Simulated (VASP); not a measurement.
# BeAs (R-3m) in VASP: a series of runs

Runs on BeAs. Level: PBE. Tasks: single point, relaxation of cell and atoms.

Everything below comes from runs of VASP 6.6.1. Logs are shortened: lines on timing, memory, paths and dates and some standing lists are left out, and cuts for length are marked.

### Step 1. The cell of the first run

The typed cell holds 2 atoms: a = 3.414 Å, b = 3.414 Å, c = 3.414 Å, α = 60.02°, β = 60.02°, γ = 60.02°.

### Step 2. Single point, PBE

INCAR

```
PREC     = Accurate       # precision mode
ENCUT    = 520            # plane-wave cutoff, eV
EDIFF    = 1E-7           # SCF threshold, eV
ISMEAR   = 0              # smearing method
SIGMA    = 0.1            # smearing width, eV
LREAL    = False          # projectors in reciprocal space
LASPH    = True           # aspherical terms in the spheres
NELM     = 100            # most SCF steps
ALGO     = Normal         # electronic algorithm
ISIF     = 2              # what is computed and relaxed
LWAVE    = False          # write WAVECAR
LCHARG   = False          # write CHGCAR
GGA      = PE             # functional
NBANDS   = 10             # bands
```

KPOINTS

```
regular mesh
0
Gamma
  21 21 21
```

POSCAR

```
BeAs
1.0
    1.7075598834      0.9858601583      2.7872140565
   -1.7075598834      0.9858601583      2.7872140565
    0.0000000000     -1.9717203167      2.7872140565
Be As
1 1
Direct
    0.5000000000      0.5000000000      0.5000000000
    0.0000000000      0.0000000000      0.0000000000
```

Potentials or basis: VASP PAW PBE potentials, release 64 (Be, As).

On the command line:

```
> cat potpaw_PBE.64/Be/POTCAR potpaw_PBE.64/As/POTCAR > POTCAR
> mpirun -np 1 vasp_std > vasp.out
```

OUTCAR:

```text
PREC = Accurate
   ENCUT = 520
   EDIFF = 1E-7
   ISMEAR = 0
   LREAL = False
   LASPH = True
   NELM = 100
   ISIF = 2
   GGA = PE

 ion  position               nearest neighbor table
   1  0.500  0.500  0.500-   2 2.41   2 2.41   2 2.41   2 2.41   2 2.41   2 2.41
   2  0.000  0.000  0.000-   1 2.41   1 2.41   1 2.41   1 2.41   1 2.41   1 2.41

  LATTYP: Found a trigonal (rhomboedric) cell.
 ALAT       =     3.4141240756
 COS(alpha) =     0.4997083186

  Lattice vectors:

 A1 = (   1.7075598834,   0.9858601583,   2.7872140565)
 A2 = (  -1.7075598834,   0.9858601583,   2.7872140565)
 A3 = (   0.0000000000,  -1.9717203167,   2.7872140565)

Analysis of symmetry for initial positions (statically):
=====================================================================
 Subroutine PRICEL returns:
 Original cell was already a primitive cell.

 Routine SETGRP: Setting up the symmetry group for a
 trigonal (rhombohedral) supercell.

 Subroutine GETGRP returns: Found 12 space group operations
 (whereof 12 operations were pure point group operations)
 out of a pool of 12 trial point group operations.

The static configuration has the point symmetry D_3d.

Analysis of symmetry for dynamics (positions and initial velocities):
=====================================================================
 Subroutine PRICEL returns:
 Original cell was already a primitive cell.

 Routine SETGRP: Setting up the symmetry group for a
 trigonal (rhombohedral) supercell.

 Subroutine GETGRP returns: Found 12 space group operations
 (whereof 12 operations were pure point group operations)
 out of a pool of 12 trial point group operations.

The dynamic configuration has the point symmetry D_3d.

 Subroutine INISYM returns: Found 12 space group operations
 (whereof 12 operations are pure point group operations),
 and found     1 'primitive' translations

----------------------------------------------------------------------------------------

                                     Primitive cell

  volume of cell :      28.1522

  direct lattice vectors                    reciprocal lattice vectors
     1.707559883  0.985860158  2.787214056     0.292815499  0.169057107  0.119593733
    -1.707559883  0.985860158  2.787214056    -0.292815499  0.169057107  0.119593733
     0.000000000 -1.971720317  2.787214056     0.000000000 -0.338114215  0.119593733

  length of vectors
[... 82 lines left out ...]
   EDIFF  = 0.1E-06   stopping-criterion for ELM
   LREAL  =      F    real-space projection
   EDIFFG = 0.1E-05   stopping-criterion for IOM
   NSW    =      0    number of steps for IOM
   IBRION =     -1    ionic relax: 0-MD 1-quasi-New 2-CG
   NFREE  =      0    steps in history (QN), initial steepest desc. (CG)
   ISIF   =      2    stress and relaxation
   ISYM   =      2    0-nonsym 1-usesym 2-fastsym
   POTIM  = 0.5000    time-step for ionic-motion
   TEBEG  =    0.0;   TEEND  =   0.0 temperature during run
   PSTRESS=    0.0 pullay stress
   NELECT =       7.0000    total number of electrons
   NUPDOWN=      -1.0000    fix difference up-down
   EMIN   =  10.00;   EMAX   =-10.00  energy-range for DOS
   EFERMI =   0.00;   METHOD = LEGACY
   ISMEAR =     0;   SIGMA  =   0.10  broadening in eV -4-tet -1-fermi 0-gaus
   EFERMI_NEDOS =   21; number of points for ismear=-14 and -15
   IALGO  =     38    algorithm
   IMIX   =      4    mixing-type and parameters
     AMIX     =   0.40;   BMIX     =  1.00
     AMIX_MAG =   1.60;   BMIX_MAG =  1.00
  volume/ion in A,a.u.               =      14.08        94.99
  Fermi-wavevector in a.u.,A,eV,Ry     =   1.029445  1.945369 14.418875  1.059757
  Thomas-Fermi vector in A             =   2.163493
   LORBIT       =      0    0 simple, 1 ext, 2 COOP (PROOUT), +10 PAW based schemes
   GGA     = PE    functional components
   LHFCALC =     F    Hartree Fock is set to
   AEXX    =    0.0000 exact exchange contribution
   IVDW    =     0    specifies the selected vdW correction
   LEPSILON=     F    determine dielectric tensor
   LRPA    =     F    only Hartree local field effects (RPA)
 non-spin polarized calculation
 Gauss-broadening in eV      SIGMA  =   0.10
  energy-cutoff  :      520.00
  volume of cell :       28.15
 maximum number of plane-waves:       769
 NGX is ok and might be reduce to    28
   NGX = 13   NGY = 13   NGZ = 13

 number of electron       7.0000000 magnetization

 Free energy of the ion-electron system (eV)
  ---------------------------------------------------
  ext. energy  EPLUGINS =         0.00000000
  ---------------------------------------------------
  free energy    TOTEN  =        -8.01753948 eV

  energy without entropy =       -8.01413349  energy(sigma->0) =       -8.01583648

 E-fermi :   5.8665     XC(G=0): -10.4975

 val. band max:        5.8660840657   @ k =  -0.2857   0.2857   0.0000
 cond. band min:       5.8782802923   @ k =   0.4286   0.3810   0.3333
 fundamental gap:      0.0121962266
 Fermi energy:         5.8665163635

 k-point     1 :       0.0000    0.0000    0.0000
  band No.  band energies     occupation
      1      -7.8798      2.00000
      2       7.1417      0.00000
      3       7.1417      0.00000
      4       7.1496      0.00000
      5      12.1581      0.00000
      6      14.6756      0.00000
      7      14.6756      0.00000
      8      14.6852      0.00000
      9      14.9276      0.00000
     10      14.9286      0.00000
[... 287 lines left out ...]
 k-point    24 :      -0.3810    0.0476    0.0000
  band No.  band energies     occupation
      1      -5.6723      2.00000
      2      -0.0669      2.00000
      3       6.4226      0.00000
      4       7.3359      0.00000
      5       9.6339      0.00000
      6      10.1004      0.00000
      7      11.1818      0.00000
      8      14.9765      0.00000
      9      19.3410      0.00000
     10      19.5578      0.00000

 [... further k-points ...]
[... 5 lines left out ...]
  --------------------------------------------------------------------------------------
  -------------------------------------------------------------------------------------
  Total        0.0408324      0.0408324      0.0439111      0.0000000     -0.0000000      0.0000000
  in kB        2.3238202      2.3238202      2.4990358      0.0000000     -0.0000000      0.0000000
  external PRESSURE =       2.3822254 kB  Pullay stress =       0.0000000 kB

 VOLUME and BASIS-vectors are now :
 -----------------------------------------------------------------------------
  energy-cutoff  :      520.00
  volume of cell :       28.15
      direct lattice vectors                 reciprocal lattice vectors
     1.707559883  0.985860158  2.787214056     0.292815499  0.169057107  0.119593733
    -1.707559883  0.985860158  2.787214056    -0.292815499  0.169057107  0.119593733
     0.000000000 -1.971720317  2.787214056     0.000000000 -0.338114215  0.119593733

 POSITION                                       TOTAL-FORCE (eV/Angst)
 -----------------------------------------------------------------------------------
      0.00000     -0.00000      4.18082         0.000000     -0.000000      0.000000
      0.00000      0.00000      0.00000        -0.000000      0.000000      0.000000
 -----------------------------------------------------------------------------------
    total drift:                                0.000000      0.000000      0.000000

  FREE ENERGIE OF THE ION-ELECTRON SYSTEM (eV)
  ---------------------------------------------------
  free  energy   TOTEN  =        -8.0175394816 eV

  energy  without entropy=       -8.0141334866  energy(sigma->0) =       -8.01583648
```

OSZICAR:

```text
N       E                     dE             d eps       ncg     rms          rms(c)
DAV:   1     0.575290069252E+01    0.57529E+01   -0.28918E+03 17828   0.548E+02
DAV:   2    -0.764693319502E+01   -0.13400E+02   -0.12907E+02 24744   0.853E+01
DAV:   3    -0.803520124375E+01   -0.38827E+00   -0.38384E+00 22436   0.113E+01
DAV:   4    -0.803631939016E+01   -0.11181E-02   -0.11178E-02 22826   0.689E-01
DAV:   5    -0.803632072225E+01   -0.13321E-05   -0.13324E-05 21140   0.224E-02    0.221E+00
DAV:   6    -0.802071428360E+01    0.15606E-01   -0.16543E-02 23142   0.632E-01    0.127E+00
DAV:   7    -0.801751452276E+01    0.31998E-02   -0.12844E-02 23756   0.581E-01    0.162E-01
DAV:   8    -0.801752252132E+01   -0.79986E-05   -0.82035E-04 20482   0.170E-01    0.234E-02
DAV:   9    -0.801754098415E+01   -0.18463E-04   -0.32062E-05 22904   0.397E-02    0.173E-02
DAV:  10    -0.801753964164E+01    0.13425E-05   -0.35649E-06 20502   0.972E-03    0.220E-03
DAV:  11    -0.801753948811E+01    0.15354E-06   -0.46645E-07 20364   0.347E-03    0.366E-04
DAV:  12    -0.801753948155E+01    0.65572E-08   -0.23483E-08 11028   0.969E-04
   1 F= -.80175395E+01 E0= -.80158365E+01  d E =-.340599E-02
```

It took 2.9 min on 1 thread of Intel Xeon Platinum 8488C (Sapphire Rapids), shared host; peak memory 0.39 GiB.

Results:

```yaml
Free_energy: -8.0175 eV
Pressure: 0.2 GPa
```

### Step 3. Relaxation of cell and atoms, PBE

INCAR

```
SYSTEM = BeAs
ALGO = Normal ; EDIFF = 1E-6
EDIFFG = -0.01 ; ENCUT = 600
GGA = PE ; IBRION = 2
ISIF = 3 ; ISMEAR = 0
LASPH = .TRUE. ; LCHARG = .FALSE.
LREAL = .FALSE. ; LWAVE = .FALSE.
NELM = 100 ; NSW = 100
PREC = Accurate ; SIGMA = 0.1
```

KPOINTS

```
k-points
0
G
  21 21 21
  0 0 0
```

POSCAR

```
BeAs
1.0
    1.6777572321      0.9686535896      2.8882212221
   -1.6777572321      0.9686535896      2.8882212221
    0.0000000000     -1.9373071792      2.8882212221
Be As
1 1
Direct
    0.5000000000      0.5000000000      0.5000000000
    0.0000000000      0.0000000000      0.0000000000
```

Potentials or basis: VASP PAW PBE potentials, release 64 (Be, As).

On the command line:

```
> cat potpaw_PBE.64/Be/POTCAR potpaw_PBE.64/As/POTCAR > POTCAR
> mpirun -np 1 vasp_std > vasp.out
```

It took 4.5 min on 1 thread of Intel Xeon Platinum 8488C (Sapphire Rapids), shared host; peak memory 0.41 GiB.

Results (log left out):

```yaml
Free_energy: -8.0176 eV
Relaxed_volume: 14.11 Å³/atom
Relaxed_cell: a = 3.423 Å, b = 3.423 Å, c = 3.423 Å, α = 59.79°, β = 59.79°, γ = 59.79°
Space_group_after_relaxing_to_0.05_Å: Fm-3m (No. 225)
Energy_gained_by_relaxing: 3.9 meV/atom
Ionic_steps: 4
Pressure_after_relaxing: 0.0 GPa
```

Stress tensor (GPa, compression positive):
```
 0.11  0.00  0.00
 0.00  0.11  0.00
 0.00  0.00 -0.09
```

The path:
```tsv
step	energy change (eV)	largest force (eV/Å)	pressure (GPa)	volume (Å³)
1	0.0000	0.0000	0.25	28.16
2	-0.0024	0.0000	-0.07	28.25
3	-0.0064	0.0000	-0.88	28.51
4	-0.0078	0.0000	0.04	28.21
```

Final structure:
```
Be As
1.0
     1.70581    0.98485    2.79895
    -1.70581    0.98485    2.79895
     0.00000   -1.96970    2.79895
Be As
1 1
Cartesian
  0.0000 0.0000 4.1984
  0.0000 1.9697 5.5979
```

Levels at points of the mesh, in eV from the Fermi level:
```tsv
k point	band 1	band 2	band 3	band 4	band 5	band 6	band 7
(0.00, 0.00, 0.00)	-13.73	1.22	1.30	1.30	6.26	8.74	8.84
```

### Step 4. Single point, PBE

This run uses another cell than the first one, of 12.74 Å³/atom, 0.905 times its volume.

INCAR

```
SYSTEM = BeAs
  PREC = Accurate
  ENCUT = 520
  EDIFF = 1E-7
  ISMEAR = 0
  SIGMA = 0.1
  LREAL = .FALSE.
  LASPH = .TRUE.
  NELM = 100
  ALGO = Normal
  ISIF = 2
  LWAVE = .FALSE.
  LCHARG = .FALSE.
  GGA = PE
  NBANDS = 10
```

KPOINTS

```
Automatic mesh
0
G
  6 6 6
  0 0 0
```

POSCAR

```
BeAs
1.0
    1.6466777700      0.9507098500      2.7130492100
   -1.6466777700      0.9507098500      2.7130492100
    0.0000000000     -1.9014197100      2.7130492100
Be As
1 1
Direct
    0.5000000000      0.5000000000      0.5000000000
    0.0000000000      0.0000000000      0.0000000000
```

On the command line:

```
> cat potpaw_PBE.64/Be/POTCAR potpaw_PBE.64/As/POTCAR > POTCAR
> mpirun -np 1 vasp_std > vasp.out
```

Wall time 7.5 s (1 thread of Intel Xeon Platinum 8488C (Sapphire Rapids), shared host); peak memory 0.16 GiB.

The run converged. Its results:

```yaml
Free_energy: -7.9166 eV
Pressure: 11.0 GPa
```

Stress tensor (GPa, compression positive):
```
11.06  0.00  0.00
 0.00 11.06  0.00
 0.00  0.00 10.75
```

Levels at points of the mesh, in eV from the Fermi level:
| k point | band 1 | band 2 | band 3 | band 4 | band 5 | band 6 | band 7 | band 8 |
| --- | --- | --- | --- | --- | --- | --- | --- | --- |
| (0.00, 0.00, 0.00) | -14.39 | 1.48 | 1.66 | 1.66 | 7.91 | 9.01 | 9.20 | 9.20 |
| (0.50, 0.00, 0.00) | -11.33 | -7.24 | 1.59 | 1.65 | 3.69 | 3.79 | 5.33 | 9.71 |
| (0.50, 0.50, 0.00) | -9.77 | -6.74 | -2.44 | -2.31 | 1.15 | 4.01 | 13.45 | 13.49 |
| (0.50, 0.50, 0.50) | -11.42 | -7.29 | 1.72 | 1.72 | 3.84 | 3.84 | 5.48 | 9.83 |

Caveat: the k points lie up to 0.39 Å⁻¹ apart.

### Step 5. Overview

| task | cell | k mesh | cutoff (eV) | gap on the mesh (eV) | pressure (GPa) |
| --- | --- | --- | --- | --- | --- |
| single point | a = 3.414 Å, angles 60.0°, 2 atoms | 21 × 21 × 21 | 520 | none | 0.2 |
| relaxation of cell and atoms | relaxed from a = 3.478 Å, angles 57.7°, 2 atoms | 21 × 21 × 21 | 600 | none | 0.0 |
| single point | a = 3.313 Å, angles 59.6°, 2 atoms | 6 × 6 × 6 | 520 | none | 11.0 |

Alike in all rows: level PBE; potentials or basis VASP PAW PBE potentials, release 64 (Be, As); no spin polarisation; smearing gaussian 0.1 eV.

Caveats: some runs use coarse meshes.

Absolute energies hang on the potentials; compare differences alone.
